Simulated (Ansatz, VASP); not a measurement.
# Re: VASP beside Ansatz

```
Re
1.0
     2.77447    0.00000    0.00000
    -1.38724    2.40276    0.00000
     0.00000    0.00000    4.48525
Re
2
Direct
  0.33333 0.66667 0.25000
  0.66667 0.33333 0.75000
```

Alike in both runs: functional PBE; k mesh 18 × 18 × 10; occupations gaussian, width 0.05 eV; no spin polarisation.

Ansatz relaxed the structure, and its values are those at the end. VASP's run is a single point on that final structure, the one shown.

```csv
,VASP,Ansatz
version,VASP 6.6.1,Ansatz 0.2.0
potentials or method,"VASP PAW PBE potentials, release 64 (Re), cutoff 520 eV","scalar-relativistic, plane waves, PAW"
valence electrons in the cell,14,30
```

VASP gave:

* gap on the k mesh at the Fermi level (eV): none
* pressure (GPa): -0.5

Q: Which values does Ansatz return?

A: gap on the k mesh at the Fermi level (eV): none; pressure (GPa): 0.0.

A gap of «none» marks a metal or a gap that the smearing closes. VASP's potentials hold 14 valence electrons a cell and Ansatz's 30, so a difference there can come from the potentials and not from the codes.

Spin-orbit coupling is off throughout.
